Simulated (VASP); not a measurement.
Write the native input for VASP 6.6.1 that does the following.

| Item | Value |
| --- | --- |
| Task | single point |
| Functional | PBE |
| Potentials or basis | VASP PAW PBE potentials, release 64 (Tl_d) |
| Cutoff | 520 eV |
| k mesh | 10 × 10 × 6 |
| Occupations | fermi-dirac, width 0.3 eV |
| Spin | no spin polarisation |
| Dipole correction | no |
| Further INCAR settings | ALGO = Normal; EDIFF = 1e-07; NBANDS = 20 |

The structure of Tl lies in POSCAR:

```
Tl
1.0
    3.5902820628      0.0000000000      0.0000000000
   -1.7951410314      3.1092754731      0.0000000000
    0.0000000000      0.0000000000      5.6419406004
Tl
2
Direct
    0.3333333333      0.6666666667      0.2500000000
    0.6666666667      0.3333333333      0.7500000000
```

The input as run:

INCAR

```
ALGO = Normal
EDIFF = 1E-7
ENCUT = 520
GGA = PE
ISIF = 2
ISMEAR = -1
LASPH = True
LCHARG = False
LREAL = False
LWAVE = False
NBANDS = 20
NELM = 60
PREC = Accurate
SIGMA = 0.3
```

KPOINTS

```
k-points
0
Gamma
  10 10 6
```

Potentials or basis: VASP PAW PBE potentials, release 64 (Tl_d).

Launch:

```console
$ cat potpaw_PBE.64/Tl_d/POTCAR > POTCAR
$ mpirun -np 1 vasp_std > vasp.out
```

It gave:

| Item | Value |
| --- | --- |
| Pressure | 0.3 GPa |
| Band gap on the k mesh | zero (bands 13 and 14 overlap by 5.27 eV) |

Caveat: so wide a smearing shifts energies and pressures; spin-orbit coupling is left out, which moves the levels of the heavy elements.

Wall time 91 s on 1 thread of Intel Xeon 8259CL (shared host), peak memory 0.21 GiB.
